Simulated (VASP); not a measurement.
ReBi, 2 atoms in the cell. The structure is cubic, space group F-43m (No. 216). The conventional cell has a = 5.811 Å, b = 5.811 Å, c = 5.811 Å, α = 90.00°, β = 90.00°, γ = 90.00°. Re (site symmetry -43m) has 4 Bi at 2.52 Å within 3.3 Å. Within 3.3 Å of Bi (site symmetry -43m) lie 4 Re at 2.52 Å. 

* Program: VASP 6.6.1
* Task: single point
* Functional: PBEsol
* Potentials or basis: VASP PAW PBE potentials, release 64 (Re, Bi_d)
* Cutoff: 520 eV
* k mesh: 10 × 10 × 10
* Occupations: gaussian, width 0.05 eV
* Spin: no spin polarisation
* Dipole correction: no
* Further INCAR settings: ALGO = Normal; EDIFF = 1e-06; NBANDS = 18

Potentials or basis: VASP PAW PBE potentials, release 64 (Re, Bi_d).

Run with:

```console
$ cat potpaw_PBE.64/Re/POTCAR potpaw_PBE.64/Bi_d/POTCAR > POTCAR
$ mpirun -np 1 vasp_std > vasp.out
```

Hardware: 1 thread of AMD EPYC 9R45 96-Core Processor (Zen 5), with other jobs on the host.

Estimate the wall time of this run.

Run time: 23 s on 1 thread of AMD EPYC 9R45 96-Core Processor (Zen 5), on a shared host, peak memory 0.17 GiB. Counts: scf iterations 12, k points 47.
